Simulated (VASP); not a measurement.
# BiIr (wurtzite type) (P6_3mc) in VASP: notebook, part 2 of 2

VASP 6.6.1.

## (4) Electric field gradients, PBE

The input, INCAR:

```
SYSTEM = BiIr
ALGO = Normal
EDIFF = 1E-8
ENCUT = 520
GGA = PE
ISIF = 2
ISMEAR = -1
LASPH = .TRUE.
LCHARG = .FALSE.
LEFG = .TRUE.
LREAL = .FALSE.
LWAVE = .FALSE.
NBANDS = 32
NELM = 100
PREC = Accurate
SIGMA = 0.05
```

The input, KPOINTS:

```
k-points
0
G
  9 9 5
  0 0 0
```

The input, POSCAR:

```
BiIr
1.0
    4.1827179738      0.0000000000      0.0000000000
   -2.0913589870      3.6223400222      0.0000000000
    0.0000000000      0.0000000000      7.5548139708
Ir Bi
2 2
Direct
    0.3333333333      0.6666666667      0.0101404198
    0.6666666667      0.3333333333      0.5101404198
    0.3333333333      0.6666666667      0.3658595802
    0.6666666667      0.3333333333      0.8658595802
```

Potentials or basis: VASP PAW PBE potentials, release 64 (Ir, Bi_d).

Launch:

```console
$ cat potpaw_PBE.64/Ir/POTCAR potpaw_PBE.64/Bi_d/POTCAR > POTCAR
$ mpirun -np 1 vasp_std > vasp.out
```

OUTCAR:

```text
SYSTEM = BiIr
   EDIFF = 1E-8
   ENCUT = 520
   GGA = PE
   ISIF = 2
   ISMEAR = -1
   LASPH = .TRUE.
   LREAL = .FALSE.
   NELM = 100
   PREC = Accurate

 ion  position               nearest neighbor table
   1  0.333  0.667  0.010-   4 2.65   4 2.65   4 2.65   3 2.69
   2  0.667  0.333  0.510-   3 2.65   3 2.65   3 2.65   4 2.69
   3  0.333  0.667  0.366-   2 2.65   2 2.65   2 2.65   1 2.69
   4  0.667  0.333  0.866-   1 2.65   1 2.65   1 2.65   2 2.69

  LATTYP: Found a hexagonal cell.
 ALAT       =     4.1827179738
 C/A-ratio  =     1.8061973143

  Lattice vectors:

 A1 = (   4.1827179738,   0.0000000000,   0.0000000000)
 A2 = (  -2.0913589870,   3.6223400222,   0.0000000000)
 A3 = (   0.0000000000,   0.0000000000,   7.5548139708)

Analysis of symmetry for initial positions (statically):
=====================================================================
 Subroutine PRICEL returns:
 Original cell was already a primitive cell.

 Routine SETGRP: Setting up the symmetry group for a
 hexagonal supercell.

 Subroutine GETGRP returns: Found 12 space group operations
 (whereof  6 operations were pure point group operations)
 out of a pool of 24 trial point group operations.

The static configuration has the point symmetry C_3v.
 The point group associated with its full space group is C_6v.

Analysis of symmetry for dynamics (positions and initial velocities):
=====================================================================
 Subroutine PRICEL returns:
 Original cell was already a primitive cell.

 Routine SETGRP: Setting up the symmetry group for a
 hexagonal supercell.
[... 1008 lines left out ...]

  FORCE on cell =-STRESS in cart. coord.  units (eV):
  Direction    XX          YY          ZZ          XY          YZ          ZX
  --------------------------------------------------------------------------------------
  -------------------------------------------------------------------------------------
  Total        0.0189994      0.0189994      0.0297550     -0.0000000      0.0000000      0.0000000
  in kB        0.2659370      0.2659370      0.4164842     -0.0000000      0.0000000      0.0000000
  external PRESSURE =       0.3161194 kB  Pullay stress =       0.0000000 kB

 VOLUME and BASIS-vectors are now :
 -----------------------------------------------------------------------------
  energy-cutoff  :      520.00
  volume of cell :      114.46
      direct lattice vectors                 reciprocal lattice vectors
     4.182717974  0.000000000  0.000000000     0.239078993  0.138032321  0.000000000
    -2.091358987  3.622340022  0.000000000     0.000000000  0.276064642  0.000000000
     0.000000000  0.000000000  7.554813971     0.000000000  0.000000000  0.132365933

 POSITION                                       TOTAL-FORCE (eV/Angst)
 -----------------------------------------------------------------------------------
     -0.00000      2.41489      0.07661         0.000000      0.000000      0.008152
      2.09136      1.20745      3.85402         0.000000      0.000000      0.008152
     -0.00000      2.41489      2.76400         0.000000     -0.000000     -0.008152
      2.09136      1.20745      6.54141        -0.000000      0.000000     -0.008152
 -----------------------------------------------------------------------------------
    total drift:                               -0.000000      0.000000      0.000729

  FREE ENERGIE OF THE ION-ELECTRON SYSTEM (eV)
  ---------------------------------------------------
  free  energy   TOTEN  =       -22.9063233086 eV

  energy  without entropy=      -22.8935705149  energy(sigma->0) =      -22.89994691

 Electric field gradients (V/A^2)
---------------------------------------------------------------------
 ion       V_xx      V_yy      V_zz      V_xy      V_xz      V_yz
---------------------------------------------------------------------
   1      32.933    32.933   -65.866     0.000    -0.000     0.000
   2      32.933    32.933   -65.866     0.000     0.000    -0.000
   3      26.677    26.677   -53.354    -0.000     0.000    -0.000
   4      26.677    26.677   -53.354    -0.000    -0.000     0.000
---------------------------------------------------------------------

 Electric field gradients after diagonalization (V/A^2)
 (convention: |V_zz| > |V_xx| > |V_yy|)
----------------------------------------------------------------------
 ion       V_xx      V_yy      V_zz     asymmetry (V_yy - V_xx)/ V_zz
----------------------------------------------------------------------
   1      32.933    32.933   -65.866       0.000
   2      32.933    32.933   -65.866       0.000
   3      26.677    26.676   -53.354       0.000
   4      26.677    26.676   -53.354       0.000
----------------------------------------------------------------------

           NMR quadrupolar parameters

 Cq : quadrupolar parameter    Cq=e*Q*V_zz/h
 eta: asymmetry parameters     (V_yy - V_xx)/ V_zz
 Q  : nuclear electric quadrupole moment in mb (millibarn)
----------------------------------------------------------------------
 ion       Cq(MHz)       eta       Q (mb)
----------------------------------------------------------------------
   1      -0.159       0.000       1.000
   2      -0.159       0.000       1.000
   3      -0.129       0.000       1.000
   4      -0.129       0.000       1.000
----------------------------------------------------------------------
```

stdout:

```text
POSCAR found type information on POSCAR IrBi
 POSCAR found :  2 types and       4 ions
 scaLAPACK will be used
 LDA part: xc-table for (Slater+PW92), standard interpolation
 POSCAR, INCAR and KPOINTS ok, starting setup
 FFT: planning ... GRIDC
 FFT: planning ... GRID_SOFT
 FFT: planning ... GRID
 WAVECAR not read
 entering main loop
ion   1

ion   2

ion   3

ion   4
```

Wall time 80 s (1 thread of Intel Xeon Platinum 8375C at 2.90GHz (Ice Lake), shared host); peak memory 0.3 GiB.

Results:

| Quantity | Value |
| --- | --- |
| Free energy | -22.9063 eV |
| Pressure | 0.0 GPa |
| Largest force | 0.008 eV/Å |
| Band gap on the k mesh | zero (band 24 reaches 7.46 eV, above the bottom of band 25 at 4.65 eV) |

Forces on the atoms (eV/Å):
```
Ir   0.000  0.000  0.008
Ir   0.000  0.000  0.008
Bi   0.000  0.000 -0.008
Bi   0.000  0.000 -0.008
```

Electric field gradients, principal values (V/Å²):
```csv
atom,least,middle,greatest (by size)
1 Ir,32.933,32.933,-65.866
2 Ir,32.933,32.933,-65.866
3 Bi,26.676,26.677,-53.354
4 Bi,26.676,26.677,-53.354
```

Caveat: without QUAD_EFG the Cq values of the log hold for a quadrupole moment of 1 mb, not for the nuclei; spin-orbit coupling is left out, which moves the levels of the heavy elements.
